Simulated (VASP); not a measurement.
Here is a VASP 6.6.1 calculation.

INCAR

```
SYSTEM = Ga2H
PREC = Accurate ; ENCUT = 520
EDIFF = 1E-6 ; ISMEAR = 0
SIGMA = 0.1 ; LREAL = .False.
LASPH = .True. ; NELM = 80
ALGO = Normal ; ISIF = 2
LWAVE = .False. ; LCHARG = .False.
GGA = PE ; NBANDS = 36
```

File KPOINTS:

```
regular mesh
0
Gamma
  6 6 6
  0 0 0
```

POSCAR

```
Ga2H
1.0
    3.1337605900      1.8092775200      3.0952806000
   -3.1337605900      1.8092775200      3.0952806000
    0.0000000000     -3.6185550400      3.0952806000
Ga H
4 2
Direct
    0.0000000000      0.0000000000      0.0000000000
    0.5000000000      0.5000000000      0.0000000000
    0.0000000000      0.5000000000      0.5000000000
    0.5000000000      0.0000000000      0.5000000000
    0.8439558500      0.8439558500      0.8439558500
    0.1560441500      0.1560441500      0.1560441500
```

Potentials or basis: VASP PAW PBE potentials, release 64 (Ga_d, H).

The run is started by

```bash
$ cat potpaw_PBE.64/Ga_d/POTCAR potpaw_PBE.64/H/POTCAR > POTCAR
$ mpirun -np 1 vasp_std > vasp.out
```

Problem. Estimate the band gap on the k mesh.

Solution. Zero (band 27 reaches 3.95 eV, above the bottom of band 28 at 0.61 eV).

Problem. Predict the largest force.

Solution. 2.347 eV/Å.

Problem. What does it give for the pressure?

Solution. -0.6 GPa.

Forces in eV/Å, atoms in the order of the input:
```
Ga   0.000  0.000  0.000
Ga   0.000  0.000  0.000
Ga   0.000  0.000  0.000
Ga   0.000  0.000  0.000
H    0.000  0.000 -2.347
H    0.000  0.000  2.347
```

Caveat: forces of over 1 eV/Å act on the atoms, so gaps and moduli don't describe the material at rest.
